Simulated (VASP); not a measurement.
# Al3Ni (Pnma) in VASP: relaxation of shape and atoms at fixed volume with PBEsol

Aim: the relaxation of shape and atoms at fixed volume of Al3Ni with PBEsol.

All numbers are computed with VASP 6.6.1; they aren't measurements. Logs are shortened: lines on timing, memory, paths and dates and some standing lists are left out, and cuts for length are marked.

**1. The cell of the first run**

The structure is orthorhombic, space group Pnma (No. 62). The conventional cell has a = 6.318 Å, b = 7.019 Å, c = 4.557 Å, α = 90.00°, β = 90.00°, γ = 90.00°. Al (site symmetry m) has 3 Ni at 2.33 to 2.56 Å and 10 Al at 2.68 to 3.01 Å within 3.1 Å. Within 3.1 Å of Al (site symmetry 1) lie 3 Ni at 2.33 to 2.36 Å and 9 Al at 2.60 to 3.01 Å. Within 3.1 Å of Ni (site symmetry m) lie 9 Al at 2.33 to 2.56 Å.

**2. Relaxation of shape and atoms at fixed volume, PBEsol (12.63 Å³/atom)**

The input, INCAR:

```
SYSTEM = Al3Ni
PREC = Accurate
ENCUT = 600
EDIFF = 1E-6
ISMEAR = 0
SIGMA = 0.1
LREAL = Auto
LASPH = .True.
NELM = 100
ALGO = Fast
ISIF = 4
LWAVE = .False.
LCHARG = .False.
GGA = PS
IBRION = 2
NSW = 50
EDIFFG = -0.01
```

The input, KPOINTS:

```
regular mesh
0
Gamma
  6 6 8
  0 0 0
```

The input, POSCAR:

```
Al3Ni
1.0
    6.3182916876      0.0000000000      0.0000000000
    0.0000000000      7.0189779309      0.0000000000
    0.0000000000      0.0000000000      4.5567053089
Al Ni
12 4
Direct
    0.0118348022      0.2500000000      0.9143160991
    0.1728328048      0.4435703920      0.3689093724
    0.1728328048      0.0564296080      0.3689093724
    0.3271671952      0.5564296080      0.8689093724
    0.6728328048      0.4435703920      0.1310906276
    0.8271671952      0.9435703920      0.6310906276
    0.6728328048      0.0564296080      0.1310906276
    0.8271671952      0.5564296080      0.6310906276
    0.3271671952      0.9435703920      0.8689093724
    0.5118348022      0.2500000000      0.5856839009
    0.9881651978      0.7500000000      0.0856839009
    0.4881651978      0.7500000000      0.4143160991
    0.8720387378      0.2500000000      0.4416819098
    0.3720387378      0.2500000000      0.0583180902
    0.1279612622      0.7500000000      0.5583180902
    0.6279612622      0.7500000000      0.9416819098
```

Potentials or basis: VASP PAW PBE potentials, release 64 (Al, Ni).

Run with:

```console
$ cat potpaw_PBE.64/Al/POTCAR potpaw_PBE.64/Ni/POTCAR > POTCAR
$ mpirun -np 1 vasp_std > vasp.out
```

OUTCAR:

```text
SYSTEM = Al3Ni
   PREC = Accurate
   ENCUT = 600
   EDIFF = 1E-6
   ISMEAR = 0
   LREAL = Auto
   LASPH = .True.
   NELM = 100
   ISIF = 4
   GGA = PS
   IBRION = 2
   NSW = 50
   EDIFFG = -0.01

 ion  position               nearest neighbor table
   1  0.012  0.250  0.914-  13 2.33  14 2.37  13 2.56   2 2.68   3 2.68   5 2.72   7 2.72   6 2.77
                             8 2.77   4 2.94   9 2.94   2 3.01   3 3.01
   2  0.173  0.444  0.369-  14 2.33  15 2.33  13 2.36   4 2.60   4 2.60   8 2.61   1 2.68   3 2.72
                            10 2.72  11 2.77  12 2.94   1 3.01   5 3.34   5 3.34
   3  0.173  0.056  0.369-  14 2.33  15 2.33  13 2.36   9 2.60   9 2.60   6 2.61   1 2.68   2 2.72
                            10 2.72  11 2.77  12 2.94   1 3.01   7 3.34   7 3.34
   4  0.327  0.556  0.869-  15 2.33  14 2.33  16 2.36   2 2.60   2 2.60   5 2.61  12 2.68   9 2.72
                            11 2.72  10 2.77   1 2.94  12 3.01   8 3.34   8 3.34
   5  0.673  0.444  0.131-  13 2.33  16 2.33  14 2.36   8 2.60   8 2.60   4 2.61  10 2.68   7 2.72
                             1 2.72  12 2.77  11 2.94  10 3.01   2 3.34   2 3.34
   6  0.827  0.944  0.631-  16 2.33  13 2.33  15 2.36   7 2.60   7 2.60   3 2.61  11 2.68   8 2.72
                            12 2.72   1 2.77  10 2.94  11 3.01   9 3.34   9 3.34
   7  0.673  0.056  0.131-  13 2.33  16 2.33  14 2.36   6 2.60   6 2.60   9 2.61  10 2.68   5 2.72
                             1 2.72  12 2.77  11 2.94  10 3.01   3 3.34   3 3.34
   8  0.827  0.556  0.631-  16 2.33  13 2.33  15 2.36   5 2.60   5 2.60   2 2.61  11 2.68   6 2.72
                            12 2.72   1 2.77  10 2.94  11 3.01   4 3.34   4 3.34
   9  0.327  0.944  0.869-  15 2.33  14 2.33  16 2.36   3 2.60   3 2.60   7 2.61  12 2.68   4 2.72
                            11 2.72  10 2.77   1 2.94  12 3.01   6 3.34   6 3.34
  10  0.512  0.250  0.586-  14 2.33  13 2.37  14 2.56   7 2.68   5 2.68   3 2.72   2 2.72   9 2.77
                             4 2.77   6 2.94   8 2.94   7 3.01   5 3.01
  11  0.988  0.750  0.086-  15 2.33  16 2.37  15 2.56   8 2.68   6 2.68   9 2.72   4 2.72   3 2.77
                             2 2.77   7 2.94   5 2.94   8 3.01   6 3.01
  12  0.488  0.750  0.414-  16 2.33  15 2.37  16 2.56   4 2.68   9 2.68   8 2.72   6 2.72   5 2.77
                             7 2.77   2 2.94   3 2.94   4 3.01   9 3.01
  13  0.872  0.250  0.442-   1 2.33   5 2.33   7 2.33   6 2.33   8 2.33   2 2.36   3 2.36  10 2.37
                             1 2.56
  14  0.372  0.250  0.058-  10 2.33   3 2.33   2 2.33   9 2.33   4 2.33   5 2.36   7 2.36   1 2.37
                            10 2.56
  15  0.128  0.750  0.558-  11 2.33   9 2.33   4 2.33   3 2.33   2 2.33   6 2.36   8 2.36  12 2.37
                            11 2.56
  16  0.628  0.750  0.942-  12 2.33   8 2.33   6 2.33   5 2.33   7 2.33   9 2.36   4 2.36  11 2.37
                            12 2.56

  LATTYP: Found a simple orthorhombic cell.
 ALAT       =     4.5567053089
 B/A-ratio  =     1.3865921229
 C/A-ratio  =     1.5403624889

  Lattice vectors:

 A1 = (   0.0000000000,   0.0000000000,   4.5567053089)
 A2 = (   6.3182916876,   0.0000000000,   0.0000000000)
 A3 = (   0.0000000000,   7.0189779309,   0.0000000000)

Analysis of symmetry for initial positions (statically):
=====================================================================
 Subroutine PRICEL returns:
 Original cell was already a primitive cell.

 Routine SETGRP: Setting up the symmetry group for a
 simple orthorhombic supercell.

 Subroutine GETGRP returns: Found  8 space group operations
 (whereof  2 operations were pure point group operations)
 out of a pool of  8 trial point group operations.

The static configuration has the point symmetry S_2 .
 The point group associated with its full space group is D_2h.

Analysis of symmetry for dynamics (positions and initial velocities):
=====================================================================
 Subroutine PRICEL returns:
 Original cell was already a primitive cell.

 Routine SETGRP: Setting up the symmetry group for a
 simple orthorhombic supercell.

 Subroutine GETGRP returns: Found  8 space group operations
 (whereof  2 operations were pure point group operations)
 out of a pool of  8 trial point group operations.

The dynamic configuration has the point symmetry S_2 .
 The point group associated with its full space group is D_2h.

 Subroutine INISYM returns: Found  8 space group operations
 (whereof  2 operations are pure point group operations),
 and found     1 'primitive' translations

----------------------------------------------------------------------------------------

[... 54 lines left out ...]
 Grid dimensions read from file:
 generate k-points for:    6    6    8

 Generating k-lattice:

  Cartesian coordinates                     Fractional coordinates (reciprocal lattice)
     0.026378438  0.000000000  0.000000000     0.166666667  0.000000000  0.000000000
     0.000000000  0.023745148  0.000000000     0.000000000  0.166666667  0.000000000
     0.000000000  0.000000000  0.027432101     0.000000000  0.000000000  0.125000000

  Length of vectors
     0.026378438  0.023745148  0.027432101

  Shift w.r.t. Gamma in fractional coordinates (k-lattice)
     0.000000000  0.000000000  0.000000000

 Subroutine IBZKPT returns following result:
 ===========================================

 Found     80 irreducible k-points:

 Following reciprocal coordinates:
            Coordinates               Weight
  0.000000  0.000000  0.000000      1.000000
  0.166667  0.000000  0.000000      2.000000
  0.333333  0.000000  0.000000      2.000000
  0.500000  0.000000  0.000000      1.000000
  0.000000  0.166667  0.000000      2.000000
  0.166667  0.166667  0.000000      4.000000
[... 16 lines left out ...]
  0.333333  0.166667  0.125000      8.000000
  0.500000  0.166667  0.125000      4.000000
 [... further k-points ...]
   k-points           NKPTS =     80   k-points in BZ     NKDIM =     80   number of bands    NBANDS=     47
   number of dos      NEDOS =    301   number of ions     NIONS =     16
   total plane-waves  NPLWV = 100800
   dimension x,y,z NGX =    50 NGY =   56 NGZ =   36
   dimension x,y,z NGXF=   100 NGYF=  112 NGZF=   72
   ions per type =              12   4
   NGX,Y,Z   is equivalent  to a cutoff of  13.16, 13.26, 13.13 a.u.
   NGXF,Y,Z  is equivalent  to a cutoff of  26.31, 26.53, 26.27 a.u.
 SYSTEM =  Al3Ni
   PREC   = accura    normal or accurate (medium, high low for compatibility)
   ISTART =      0    job   : 0-new  1-cont  2-samecut
   ICHARG =      2    charge: 1-file 2-atom 10-const
   ISPIN  =      1    spin polarized calculation?
   LNONCOLLINEAR =      F non collinear calculations
   LSORBIT =      F    spin-orbit coupling
   LASPH  =      T    aspherical Exc in radial PAW
   ENCUT  =  600.0 eV  44.10 Ry    6.64 a.u.  12.62 14.02  9.10*2*pi/ulx,y,z
   NELM   =    100;   NELMIN=  2; NELMDL= -5     # of ELM steps
   EDIFF  = 0.1E-05   stopping-criterion for ELM
   LREAL  =      T    real-space projection
   EDIFFG = -.1E-01   stopping-criterion for IOM
   NSW    =     50    number of steps for IOM
   IBRION =      2    ionic relax: 0-MD 1-quasi-New 2-CG
   NFREE  =      1    steps in history (QN), initial steepest desc. (CG)
   ISIF   =      4    stress and relaxation
   ISYM   =      2    0-nonsym 1-usesym 2-fastsym
   POTIM  = 0.5000    time-step for ionic-motion
   TEBEG  =    0.0;   TEEND  =   0.0 temperature during run
   PSTRESS=    0.0 pullay stress
   NELECT =      76.0000    total number of electrons
   NUPDOWN=      -1.0000    fix difference up-down
   EMIN   =  10.00;   EMAX   =-10.00  energy-range for DOS
   EFERMI =   0.00;   METHOD = LEGACY
   ISMEAR =     0;   SIGMA  =   0.10  broadening in eV -4-tet -1-fermi 0-gaus
   EFERMI_NEDOS =   21; number of points for ismear=-14 and -15
   IALGO  =     68    algorithm
   IMIX   =      4    mixing-type and parameters
     AMIX     =   0.40;   BMIX     =  1.00
     AMIX_MAG =   1.60;   BMIX_MAG =  1.00
  volume/ion in A,a.u.               =      12.63        85.23
  Fermi-wavevector in a.u.,A,eV,Ry     =   1.181693  2.233075 18.999141  1.396397
  Thomas-Fermi vector in A             =   2.317961
   LORBIT       =      0    0 simple, 1 ext, 2 COOP (PROOUT), +10 PAW based schemes
   GGA     = PS    functional components
   LHFCALC =     F    Hartree Fock is set to
   AEXX    =    0.0000 exact exchange contribution
   IVDW    =     0    specifies the selected vdW correction
   LEPSILON=     F    determine dielectric tensor
   LRPA    =     F    only Hartree local field effects (RPA)
 conjugate gradient relaxation of ions
 non-spin polarized calculation
 RMM-DIIS sequential band-by-band and
 Gauss-broadening in eV      SIGMA  =   0.10
  energy-cutoff  :      600.00
  volume of cell :      202.08
 maximum number of plane-waves:      6772
   NGX = 25   NGY = 29   NGZ = 19

--------------------------------------- Ionic step        1  -------------------------------------------

 number of electron      75.9999989 magnetization

 Free energy of the ion-electron system (eV)
  ---------------------------------------------------
  ext. energy  EPLUGINS =         0.00000000
  ---------------------------------------------------
  free energy    TOTEN  =       -78.74882276 eV

  energy without entropy =      -78.73285048  energy(sigma->0) =      -78.74083662

------------------------ aborting loop because EDIFF is reached ----------------------------------------

  FORCE on cell =-STRESS in cart. coord.  units (eV):
  Direction    XX          YY          ZZ          XY          YZ          ZX
  --------------------------------------------------------------------------------------
  -------------------------------------------------------------------------------------
  Total       25.7144050     26.0624697     25.7285963      0.0000000      0.0000000      0.0000000
  in kB      203.8743411    206.6339410    203.9868561      0.0000000      0.0000000      0.0000000
  external PRESSURE =     204.8317127 kB  Pullay stress =       0.0000000 kB
[... 337 lines left out ...]
--------------------------------------- Ionic step        8  -------------------------------------------

 number of electron      75.9999989 magnetization

 Free energy of the ion-electron system (eV)
  ---------------------------------------------------
  ext. energy  EPLUGINS =         0.00000000
  ---------------------------------------------------
  free energy    TOTEN  =       -78.75136894 eV

  energy without entropy =      -78.73577396  energy(sigma->0) =      -78.74357145

 E-fermi :  10.1516     XC(G=0): -11.5322

 val. band max:       10.1509829014   @ k =   0.0000   0.1667   0.1250
 cond. band min:      10.1676885778   @ k =   0.5000   0.0000   0.2500
 fundamental gap:      0.0167056763
 Fermi energy:        10.1515762993

 k-point     1 :       0.0000    0.0000    0.0000
  band No.  band energies     occupation
      1      -1.7830      2.00000
      2       1.1159      2.00000
      3       1.2298      2.00000
      4       1.7517      2.00000
      5       1.9259      2.00000
      6       4.1825      2.00000
[... 1189 lines left out ...]
     46      12.6376      0.00000
     47      12.9767      0.00000

 [... further k-points ...]
[... 5 lines left out ...]
  --------------------------------------------------------------------------------------
  -------------------------------------------------------------------------------------
  Total       25.7722887     25.7422739     25.7545706      0.0000000      0.0000000      0.0000000
  in kB      204.3332667    204.0952974    204.1927904      0.0000000      0.0000000      0.0000000
  external PRESSURE =     204.2071182 kB  Pullay stress =       0.0000000 kB
[... 31 lines left out ...]
  FREE ENERGIE OF THE ION-ELECTRON SYSTEM (eV)
  ---------------------------------------------------
  free  energy   TOTEN  =       -78.7513689441 eV

  energy  without entropy=      -78.7357739589  energy(sigma->0) =      -78.74357145

 reached required accuracy - stopping structural energy minimisation
```

It took 87 min on 1 thread of Oxide Virtual Turin-like, shared host; peak memory 0.67 GiB.

What came out:

```
Free energy                  : -78.7514 eV
Energy gained by relaxing    : 0.2 meV/atom
Ionic steps                  : 8
Pressure after relaxing      : 20.4 GPa
Largest force after relaxing : 0.007 eV/Å
Band gap on the k mesh       : zero (bands 38 and 39 overlap by 2.08 eV)
```

Forces on the atoms (eV/Å):
```
Al   0.002  0.000  0.000
Al  -0.006 -0.003  0.002
Al  -0.006  0.003  0.002
Al   0.006  0.003  0.002
Al  -0.006 -0.003 -0.002
Al   0.006 -0.003 -0.002
Al  -0.006  0.003 -0.002
Al   0.006  0.003 -0.002
Al   0.006 -0.003  0.002
Al   0.002  0.000  0.000
Al  -0.002  0.000  0.000
Al  -0.002  0.000  0.000
Ni  -0.002  0.000  0.000
Ni  -0.002  0.000  0.000
Ni   0.002  0.000  0.000
Ni   0.002  0.000  0.000
```

The path:
| step | energy change (eV) | largest force (eV/Å) | pressure (GPa) | volume (Å³) |
| --- | --- | --- | --- | --- |
| 1 | 0.0000 | 0.0450 | 20.48 | 202.08 |
| 2 | -0.0009 | 0.0304 | 20.53 | 202.08 |
| 3 | -0.0013 | 0.0296 | 20.45 | 202.08 |
| 4 | -0.0019 | 0.0188 | 20.46 | 202.08 |
| 5 | -0.0021 | 0.0213 | 20.45 | 202.08 |
| 6 | -0.0024 | 0.0105 | 20.42 | 202.08 |
| 7 | -0.0024 | 0.0115 | 20.47 | 202.08 |
| 8 | -0.0025 | 0.0070 | 20.42 | 202.08 |

Final structure:
```xyz
16
Lattice="6.3183 0.0000 0.0000 0.0000 7.0225 0.0000 0.0000 0.0000 4.5544" Properties=species:S:1:pos:R:3 pbc="T T T"
Al    0.0832    1.7556    4.1616
Al    1.0995    3.1142    1.6888
Al    1.0995    0.3971    1.6888
Al    2.0597    3.9084    3.9660
Al    4.2586    3.1142    0.5884
Al    5.2188    6.6254    2.8656
Al    4.2586    0.3971    0.5884
Al    5.2188    3.9084    2.8656
Al    2.0597    6.6254    3.9660
Al    3.2423    1.7556    2.6701
Al    6.2351    5.2669    0.3928
Al    3.0759    5.2669    1.8844
Ni    5.5162    1.7556    2.0085
Ni    2.3571    1.7556    0.2687
Ni    0.8021    5.2669    2.5459
Ni    3.9612    5.2669    4.2857
```

Levels at points of the mesh, in eV from the Fermi level:
```
           k point  band 35  band 36  band 37  band 38  band 39  band 40  band 41  band 42
(0.00, 0.00, 0.00)    -0.83    -0.69    -0.56    -0.51    -0.41     0.68     1.81     1.83
(0.50, 0.00, 0.00)    -0.71    -0.71    -0.54    -0.54    -0.19    -0.19     0.69     0.69
(0.00, 0.50, 0.00)    -0.66    -0.66    -0.60    -0.60     0.62     0.62     0.71     0.71
(0.50, 0.50, 0.00)    -1.52    -1.52    -0.94    -0.94    -0.94    -0.94     2.55     2.55
(0.00, 0.00, 0.50)    -1.60    -1.60    -1.11    -1.11     1.59     1.59     2.92     2.92
(0.50, 0.00, 0.50)    -0.40    -0.40     1.14     1.14     1.15     1.15     1.50     1.50
(0.00, 0.50, 0.50)    -1.58    -1.58     0.20     0.20     0.67     0.67     1.22     1.22
(0.50, 0.50, 0.50)    -1.51    -1.51    -0.57    -0.57    -0.57    -0.57     1.13     1.13
```

Caveat: the PAW data sets were made with another functional, which shifts forces and pressure a little. Spin polarisation is off, so any magnetic state and its effect on volume and gap are missing.
